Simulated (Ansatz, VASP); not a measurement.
Two plane-wave programs on In2As2F

```
As In F
1.0
     4.32207    0.00000    0.00000
    -2.16104    3.74302    0.00000
     0.00000    0.00000   21.73869
As In F
2 2 1
Direct
  0.00000 0.00000 0.18400
  0.33333 0.66667 0.35571
  0.33333 0.66667 0.22459
  0.66667 0.33333 0.38819
  0.77778 0.77778 0.50319
```

Alike in both runs: task single point; functional PBE; dispersion D3(BJ); k mesh 6 × 6 × 1; occupations gaussian, width 0.1 eV; no spin polarisation.

|  | VASP | Ansatz |
| --- | --- | --- |
| version | VASP 6.6.1 | Ansatz 0.2.0 |
| potentials or method | VASP PAW PBE potentials, release 64 (As, In_d, F), cutoff 520 eV | scalar-relativistic, plane waves, PAW |
| valence electrons in the cell | 43 | 63 |

|  | VASP | Ansatz | Ansatz less VASP |
| --- | --- | --- | --- |
| gap on the k mesh at the Fermi level (eV) | none | none | - |
| rms of the force components (eV/Å) | 0.602 | 0.602 | +0.0001 |

A gap of «none» marks a metal or a gap that the smearing closes. VASP's potentials hold 43 valence electrons a cell and Ansatz's 63, so a difference there can come from the potentials and not from the codes.
